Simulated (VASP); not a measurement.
# ZrS (I4/mmm) in VASP: further runs, part 2 of 2

VASP 6.6.1.

### 3 Single point, r2SCAN

This run uses another cell than the first one, of the same volume but with other edges.

Contents of POSCAR:

```
ZrS
1.0
    0.0000000000      2.3387268659      3.3069597883
    2.3387268659      0.0000000000      3.3069597883
    2.3387268659      2.3387268659      0.0000000000
Zr S
1 1
Direct
    0.0000000000      0.0000000000      0.0000000000
    0.5000000000      0.5000000000      0.5000000000
```

Contents of INCAR.step1:

```
SYSTEM = ZrS
ALGO = Normal ; EDIFF = 1E-4
ENCUT = 520 ; GGA = PE
ISMEAR = 0 ; LASPH = .True.
LCHARG = .False. ; LREAL = .False.
LWAVE = .True. ; NBANDS = 16
NELM = 80 ; PREC = Accurate
SIGMA = 0.15
```

Contents of INCAR.step2:

```
SYSTEM = ZrS
ALGO = Normal ; EDIFF = 1E-7
ENCUT = 520 ; ISIF = 2
ISMEAR = 0 ; ISTART = 1
LASPH = .True. ; LCHARG = .True.
LELF = .True. ; LMIXTAU = .True.
LREAL = .False. ; LVHAR = .True.
LWAVE = .False. ; METAGGA = R2SCAN
NBANDS = 16 ; NELM = 80
PREC = Accurate ; SIGMA = 0.15
```

Contents of KPOINTS:

```
k-points
0
Gamma
  18 18 18
  0 0 0
```

Potentials or basis: VASP PAW PBE potentials, release 64 (Zr_sv, S).

The run is started by

```console
cat potpaw_PBE.64/Zr_sv/POTCAR potpaw_PBE.64/S/POTCAR > POTCAR
cp INCAR.step1 INCAR
mpirun -np 1 vasp_std > vasp.out
cp INCAR.step2 INCAR
mpirun -np 1 vasp_std > vasp.out
```

OUTCAR:

```text
SYSTEM = ZrS
   EDIFF = 1E-7
   ENCUT = 520
   ISIF = 2
   ISMEAR = 0
   ISTART = 1
   LASPH = .True.
   LREAL = .False.
   METAGGA = R2SCAN
   NELM = 80
   PREC = Accurate

 ion  position               nearest neighbor table
   1  0.000  0.000  0.000-   2 2.34   2 2.34   2 2.34   2 2.34   2 3.31   2 3.31
   2  0.500  0.500  0.500-   1 2.34   1 2.34   1 2.34   1 2.34   1 3.31   1 3.31

  LATTYP: Found a body centered tetragonal cell.
 ALAT       =     3.3074592524
 C/A-ratio  =     1.9996979771

  Lattice vectors:

[... 644 lines left out ...]

  FORCE on cell =-STRESS in cart. coord.  units (eV):
  Direction    XX          YY          ZZ          XY          YZ          ZX
  --------------------------------------------------------------------------------------
  -------------------------------------------------------------------------------------
  Total       11.9808073     11.9808073     -2.4995362      0.0000000      0.0000000     -0.0000000
  in kB      530.6140500    530.6140500   -110.7011411      0.0000000      0.0000000     -0.0000000
  external PRESSURE =     316.8423196 kB  Pullay stress =       0.0000000 kB

 VOLUME and BASIS-vectors are now :
 -----------------------------------------------------------------------------
  energy-cutoff  :      520.00
  volume of cell :       36.18
      direct lattice vectors                 reciprocal lattice vectors
     0.000000000  2.338726866  3.306959788    -0.213791532  0.213791532  0.151196275
     2.338726866  0.000000000  3.306959788     0.213791532 -0.213791532  0.151196275
     2.338726866  2.338726866  0.000000000     0.213791532  0.213791532 -0.151196275

 POSITION                                       TOTAL-FORCE (eV/Angst)
 -----------------------------------------------------------------------------------
      0.00000      0.00000      0.00000         0.000000     -0.000000     -0.000000
      2.33873      2.33873      3.30696         0.000000      0.000000      0.000000
 -----------------------------------------------------------------------------------
    total drift:                               -0.000000      0.000000      0.000000

  FREE ENERGIE OF THE ION-ELECTRON SYSTEM (eV)
  ---------------------------------------------------
  free  energy   TOTEN  =       -32.1640556109 eV

  energy  without entropy=      -32.1488198356  energy(sigma->0) =      -32.15643772
```

OSZICAR.step1:

```text
N       E                     dE             d eps       ncg     rms          rms(c)
DAV:   1     0.129624741386E+03    0.12962E+03   -0.96334E+03 15360   0.110E+03
DAV:   2    -0.923097938683E+01   -0.13886E+03   -0.13302E+03 20000   0.283E+02
DAV:   3    -0.147278358306E+02   -0.54969E+01   -0.54573E+01 24560   0.505E+01
DAV:   4    -0.148314057519E+02   -0.10357E+00   -0.10354E+00 19424   0.625E+00
DAV:   5    -0.148335547489E+02   -0.21490E-02   -0.21490E-02 23096   0.702E-01    0.231E+01
DAV:   6    -0.138206278360E+02    0.10129E+01   -0.19642E+00 19192   0.101E+01    0.110E+01
DAV:   7    -0.137693718143E+02    0.51256E-01   -0.33218E-01 22512   0.362E+00    0.397E+00
DAV:   8    -0.137655014954E+02    0.38703E-02   -0.45337E-02 17904   0.161E+00    0.339E-01
DAV:   9    -0.137643467795E+02    0.11547E-02   -0.61380E-03 19056   0.580E-01    0.138E-01
DAV:  10    -0.137642679466E+02    0.78833E-04   -0.57180E-04 17976   0.225E-01
   1 F= -.13764268E+02 E0= -.13756405E+02  d E =-.157264E-01
```

Run time: 10 min. Hardware: 1 thread of Intel Xeon 6975P-C (Granite Rapids), shared host; peak memory 0.39 GiB.

What came out:

| Item | Value |
| --- | --- |
| Free energy | -32.1641 eV |
| Pressure | 31.7 GPa |
| Band gap on the k mesh | zero (bands 9 and 10 overlap by 4.29 eV) |

Caveat: the cell stands under pressure; the PAW data sets were made with another functional, which shifts forces and pressure a little.
